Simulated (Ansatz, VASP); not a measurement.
## One calculation of AlN, two programs

INCAR

```
PREC = Accurate ; ENCUT = 600
EDIFF = 1E-6 ; ISMEAR = -1
SIGMA = 0.02 ; LREAL = F
LASPH = T ; NELM = 120
ALGO = Normal ; ISIF = 2
LWAVE = F ; LCHARG = F
GGA = PE ; NBANDS = 11
GGA_COMPAT = F
```

KPOINTS

```
Automatic mesh
0
Gamma
  10 10 10
```

The input POSCAR:

```
AlN
1.0
    0.0000000000      1.9444680984      1.9444680984
    1.9444680984      0.0000000000      1.9444680984
    1.9444680984      1.9444680984      0.0000000000
Al N
1 1
Direct
    0.0000000000      0.0000000000      0.0000000000
    0.5000000000      0.5000000000      0.5000000000
```

Input for Ansatz:

```yaml
crystal:
  lattice:
    - [0.0, 1.9444680984, 1.9444680984]
    - [1.9444680984, 0.0, 1.9444680984]
    - [1.9444680984, 1.9444680984, 0.0]
  atoms:
    - { symbol: Al, position: [0.0, 0.0, 0.0] }
    - { symbol: "N", position: [0.5, 0.5, 0.5] }
kpoints:
  mp_grid: { grid: [10, 10, 10] }
scf:
  occupations: { method: fermi_dirac, width: 0.02 }
hamiltonian:
  xc: pbe
  pseudopotentials: { kind: all_electron, lapw: { basis_error: 0.001 } }
output:
  forces: true
  stress: true
  eigenvalues: true
```

Change from the starting cell: volume scaled by 0.95.

Alike in both runs: task single point; functional PBE; k mesh 10 × 10 × 10; occupations fermi-dirac, width 0.02 eV; no spin polarisation.

|  | VASP | Ansatz |
| --- | --- | --- |
| version | VASP 6.6.1 | Ansatz 0.2.0 |
| potentials or method | VASP PAW PBE potentials, release 64 (Al, N), cutoff 600 eV | all-electron LAPW, scalar-relativistic |

|  | VASP | Ansatz | Ansatz less VASP |
| --- | --- | --- | --- |
| gap on the k mesh at the Fermi level (eV) | 5.08 | 5.08 | +0.004 |
| pressure (GPa) | 44.7 | 45.1 | +0.36 |

Both programs put the cell under a high pressure, so it lies far from rest at this level. Ansatz ran all-electron here, and VASP with PAW potentials.
